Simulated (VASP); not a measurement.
Ru: single point with PBE

Crystal: Ru.

```
Ru
1.0
     2.72356    0.00000    0.00000
    -1.36178    2.35867    0.00000
     0.00000    0.00000    4.28908
Ru
2
Direct
  0.33333 0.66667 0.25000
  0.66667 0.33333 0.75000
```

```
Program                : VASP 6.6.1
Task                   : single point
Functional             : PBE
Potentials or basis    : VASP PAW PBE potentials, release 64 (Ru_pv)
Cutoff                 : 520 eV
k mesh                 : 13 × 13 × 7
Occupations            : fermi-dirac, width 0.6 eV
Spin                   : no spin polarisation
Dipole correction      : no
Further INCAR settings : ALGO = Normal; EDIFF = 1e-06; NBANDS = 21
```

```json
{
 "Pressure": "11.7 GPa",
 "Band gap on the k mesh": "zero (band 14 reaches 14.08 eV, above the bottom of band 15 at 11.13 eV)"
}
```

Stress tensor (GPa, compression positive):
```
10.30  0.00  0.00
 0.00 10.30  0.00
 0.00  0.00 14.54
```

Levels at points of the mesh, in eV from the Fermi level:
| k point | band 10 | band 11 | band 12 | band 13 | band 14 | band 15 | band 16 | band 17 | band 18 | band 19 |
| --- | --- | --- | --- | --- | --- | --- | --- | --- | --- | --- |
| (0.00, 0.00, 0.00) | -2.55 | -2.33 | -1.87 | -1.87 | -1.40 | -1.40 | 1.16 | 1.16 | 1.26 | 10.17 |

It took 31 s on 1 thread of Intel Xeon 8259CL, with other jobs on the host, peak memory 0.16 GiB.
